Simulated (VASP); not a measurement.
# Ge8N (a cell with a defect) in VASP: single point with LDA

Aim: the single point of Ge8N (a cell with a defect) with LDA.

Program: VASP 6.6.1. These are calculated values, not measurements. Logs are shortened: lines on timing, memory, paths and dates and some standing lists are left out, and cuts for length are marked.

**1. The cell of the first run**

The cell holds a defect, 9 atoms: a = 5.621 Å, b = 5.621 Å, c = 5.621 Å, α = 90.00°, β = 90.00°, γ = 90.00°.

**2. Single point, LDA**

The input, INCAR:

```
ALGO = Normal
EDIFF = 1E-6
ENCUT = 520
GGA = CA
ISIF = 2
ISMEAR = 0
LASPH = True
LCHARG = False
LREAL = False
LWAVE = False
NBANDS = 68
NELM = 100
PREC = Accurate
SIGMA = 0.15
```

The input, KPOINTS:

```
k-points
0
Gamma
  6 6 6
```

The input, POSCAR:

```
Ge8N
1.0
    5.6214248924      0.0000000000      0.0000000000
    0.0000000000     -5.6214248924      0.0000000000
    0.0000000000      0.0000000000     -5.6214248924
Ge N
8 1
Direct
    0.5000000000      0.0000000000      0.0000000000
    0.0000000000      0.5000000000      0.0000000000
    0.0000000000      0.0000000000      0.5000000000
    0.5000000000      0.5000000000      0.5000000000
    0.7500000000      0.7500000000      0.7500000000
    0.2500000000      0.2500000000      0.7500000000
    0.2500000000      0.7500000000      0.2500000000
    0.7500000000      0.2500000000      0.2500000000
    1.0833333333      0.5833333333      0.6666666667
```

Potentials or basis: VASP PAW LDA potentials, release 64 (Ge_d, N).

On the command line:

```bash
$ cat potpaw_LDA.64/Ge_d/POTCAR potpaw_LDA.64/N/POTCAR > POTCAR
$ mpirun -np 1 vasp_std > vasp.out
```

OUTCAR:

```text
EDIFF = 1E-6
   ENCUT = 520
   GGA = CA
   ISIF = 2
   ISMEAR = 0
   LASPH = True
   LREAL = False
   NELM = 100
   PREC = Accurate

 ion  position               nearest neighbor table
   1  0.500  0.000  0.000-   5 2.43   6 2.43   7 2.43   8 2.43
   2  0.000  0.500  0.000-   9 1.99   6 2.43   7 2.43   8 2.43   5 2.43
   3  0.000  0.000  0.500-   5 2.43   6 2.43   7 2.43   8 2.43
   4  0.500  0.500  0.500-   5 2.43   6 2.43   7 2.43   8 2.43
   5  0.750  0.750  0.750-   9 2.15   2 2.43   3 2.43   4 2.43   1 2.43
   6  0.250  0.250  0.750-   9 2.15   2 2.43   3 2.43   4 2.43   1 2.43
   7  0.250  0.750  0.250-   1 2.43   2 2.43   3 2.43   4 2.43
   8  0.750  0.250  0.250-   1 2.43   2 2.43   3 2.43   4 2.43
   9  0.083  0.583  0.667-   2 1.99   5 2.15   6 2.15

  LATTYP: Found a simple cubic cell.
 ALAT       =     5.6214248924

  Lattice vectors:

 A1 = (   5.6214248924,   0.0000000000,   0.0000000000)
 A2 = (   0.0000000000,  -5.6214248924,   0.0000000000)
 A3 = (   0.0000000000,   0.0000000000,  -5.6214248924)

Analysis of symmetry for initial positions (statically):
=====================================================================
 Subroutine PRICEL returns:
 Original cell was already a primitive cell.

 Routine SETGRP: Setting up the symmetry group for a
 simple cubic supercell.

 Subroutine GETGRP returns: Found  2 space group operations
 (whereof  1 operations were pure point group operations)
 out of a pool of 48 trial point group operations.

The static configuration has the point symmetry C_1 .
 The point group associated with its full space group is C_1h.

Analysis of symmetry for dynamics (positions and initial velocities):
=====================================================================
 Subroutine PRICEL returns:
 Original cell was already a primitive cell.

 Routine SETGRP: Setting up the symmetry group for a
 simple cubic supercell.

 Subroutine GETGRP returns: Found  2 space group operations
 (whereof  1 operations were pure point group operations)
 out of a pool of 48 trial point group operations.

The dynamic configuration has the point symmetry C_1 .
 The point group associated with its full space group is C_1h.

 Subroutine INISYM returns: Found  2 space group operations
 (whereof  1 operations are pure point group operations),
[... 113 lines left out ...]
   NSW    =      0    number of steps for IOM
   IBRION =     -1    ionic relax: 0-MD 1-quasi-New 2-CG
   NFREE  =      0    steps in history (QN), initial steepest desc. (CG)
   ISIF   =      2    stress and relaxation
   ISYM   =      2    0-nonsym 1-usesym 2-fastsym
   POTIM  = 0.5000    time-step for ionic-motion
   TEBEG  =    0.0;   TEEND  =   0.0 temperature during run
   PSTRESS=    0.0 pullay stress
   NELECT =     117.0000    total number of electrons
   NUPDOWN=      -1.0000    fix difference up-down
   EMIN   =  10.00;   EMAX   =-10.00  energy-range for DOS
   EFERMI =   0.00;   METHOD = LEGACY
   ISMEAR =     0;   SIGMA  =   0.15  broadening in eV -4-tet -1-fermi 0-gaus
   EFERMI_NEDOS =   21; number of points for ismear=-14 and -15
   IALGO  =     38    algorithm
   IMIX   =      4    mixing-type and parameters
     AMIX     =   0.40;   BMIX     =  1.00
     AMIX_MAG =   1.60;   BMIX_MAG =  1.00
  volume/ion in A,a.u.               =      19.74       133.20
  Fermi-wavevector in a.u.,A,eV,Ry     =   1.424373  2.691675 27.604019  2.028838
  Thomas-Fermi vector in A             =   2.544871
   LORBIT       =      0    0 simple, 1 ext, 2 COOP (PROOUT), +10 PAW based schemes
   GGA     = CA    functional components
   LHFCALC =     F    Hartree Fock is set to
   AEXX    =    0.0000 exact exchange contribution
   IVDW    =     0    specifies the selected vdW correction
   LEPSILON=     F    determine dielectric tensor
   LRPA    =     F    only Hartree local field effects (RPA)
 non-spin polarized calculation
 Gauss-broadening in eV      SIGMA  =   0.15
  energy-cutoff  :      520.00
  volume of cell :      177.64
 maximum number of plane-waves:      4801
 NGX is ok and might be reduce to    42
   NGX = 21   NGY = 21   NGZ = 21

 number of electron     116.9999769 magnetization

 Free energy of the ion-electron system (eV)
  ---------------------------------------------------
  ext. energy  EPLUGINS =         0.00000000
  ---------------------------------------------------
  free energy    TOTEN  =       -47.03417332 eV

  energy without entropy =      -46.99257528  energy(sigma->0) =      -47.01337430

 E-fermi :   5.0622     XC(G=0): -10.6850

 val. band max:        5.0553434708   @ k =   0.5000   0.5000   0.5000
 cond. band min:       5.0649536874   @ k =   0.5000   0.5000   0.5000
 fundamental gap:      0.0096102166
 Fermi energy:         5.0621765988

 k-point     1 :       0.0000    0.0000    0.0000
  band No.  band energies     occupation
      1     -20.0364      2.00000
      2     -20.0031      2.00000
      3     -19.9789      2.00000
      4     -19.9333      2.00000
      5     -19.9184      2.00000
      6     -19.9141      2.00000
[... 1693 lines left out ...]
     67       9.4063      0.00000
     68       9.7899      0.00000

 [... further k-points ...]

------------------------ aborting loop because EDIFF is reached ----------------------------------------

  FORCE on cell =-STRESS in cart. coord.  units (eV):
  Direction    XX          YY          ZZ          XY          YZ          ZX
  --------------------------------------------------------------------------------------
  -------------------------------------------------------------------------------------
  Total        2.6992659      2.6992659      2.8869689      0.6532518     -0.0378302      0.0378303
  in kB       24.3454052     24.3454052     26.0383497      5.8918539     -0.3412007      0.3412017
  external PRESSURE =      24.9097200 kB  Pullay stress =       0.0000000 kB

 VOLUME and BASIS-vectors are now :
 -----------------------------------------------------------------------------
  energy-cutoff  :      520.00
  volume of cell :      177.64
      direct lattice vectors                 reciprocal lattice vectors
     5.621424892  0.000000000  0.000000000     0.177890841  0.000000000  0.000000000
     0.000000000 -5.621424892  0.000000000     0.000000000 -0.177890841  0.000000000
     0.000000000  0.000000000 -5.621424892     0.000000000  0.000000000 -0.177890841

 POSITION                                       TOTAL-FORCE (eV/Angst)
 -----------------------------------------------------------------------------------
      2.81071      0.00000      0.00000         0.064118     -0.064118     -0.494438
      0.00000     -2.81071      0.00000         0.602310     -0.602310     -0.684232
      0.00000      0.00000     -2.81071         0.323815      0.031200     -0.049967
      2.81071     -2.81071     -2.81071        -0.031200     -0.323815     -0.049967
      4.21607     -4.21607     -4.21607        -0.167392      0.282755      1.001802
      1.40536     -1.40536     -4.21607        -0.282755      0.167392      1.001802
      1.40536     -4.21607     -1.40536        -0.147519      0.147519     -0.116469
      4.21607     -1.40536     -1.40536        -0.215208      0.215208      0.038911
      0.46845     -3.27916     -3.74762        -0.146170      0.146170     -0.647443
 -----------------------------------------------------------------------------------
    total drift:                                0.000365     -0.000365      0.000662

  FREE ENERGIE OF THE ION-ELECTRON SYSTEM (eV)
  ---------------------------------------------------
  free  energy   TOTEN  =       -47.0341733165 eV

  energy  without entropy=      -46.9925752825  energy(sigma->0) =      -47.01337430
```

Wall time 19 min (1 thread of Oxide Virtual Turin-like, shared host); peak memory 0.56 GiB.

Results:

```yaml
Free_energy: -47.0342 eV
Pressure: 2.5 GPa
Largest_force: 1.093 eV/Å
Band_gap_on_the_k_mesh: zero (an odd number of electrons rules out a gap without spin polarisation)
```

Forces in eV/Å, atoms in the order of the input:
```
Ge   0.064 -0.064 -0.494
Ge   0.602 -0.602 -0.684
Ge   0.324  0.031 -0.050
Ge  -0.031 -0.324 -0.050
Ge  -0.167  0.283  1.002
Ge  -0.283  0.167  1.002
Ge  -0.148  0.148 -0.116
Ge  -0.215  0.215  0.039
N   -0.146  0.146 -0.647
```

Stress tensor (GPa, compression positive):
```
 2.43  0.59  0.03
 0.59  2.43 -0.03
 0.03 -0.03  2.60
```
